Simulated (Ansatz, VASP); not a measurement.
**KCl: VASP beside Ansatz**

```
K Cl
1.0
     3.14647    3.14647    0.00000
    -3.14647    3.14647    0.00000
     0.00000    3.14647    3.14647
K Cl
1 1
Direct
  0.00000 0.00000 0.00000
  0.50000 0.50000 0.00000
```

Alike in both runs: task single point; functional r2SCAN; k mesh 6 × 6 × 6; no spin polarisation.

|  | VASP | Ansatz |
| --- | --- | --- |
| version | VASP 6.6.1 | Ansatz 0.2.0 |
| potentials or method | VASP PAW PBE potentials, release 64 (K_sv, Cl) | PAW with Ansatz's default frozen-core files, scalar-relativistic |
| plane-wave cutoff (eV) | 520 | 500 |
| occupations | gaussian, width 0.01 eV | fixed |
| valence electrons in the cell | 16 | 16 |

|  | VASP | Ansatz | Ansatz less VASP |
| --- | --- | --- | --- |
| gap on the k mesh at the Fermi level (eV) | 5.83 | 5.83 | -0.004 |
| pressure (GPa) | 0.0 | 0.0 | +0.03 |

VASP's potentials were made for PBE, not for r2SCAN.
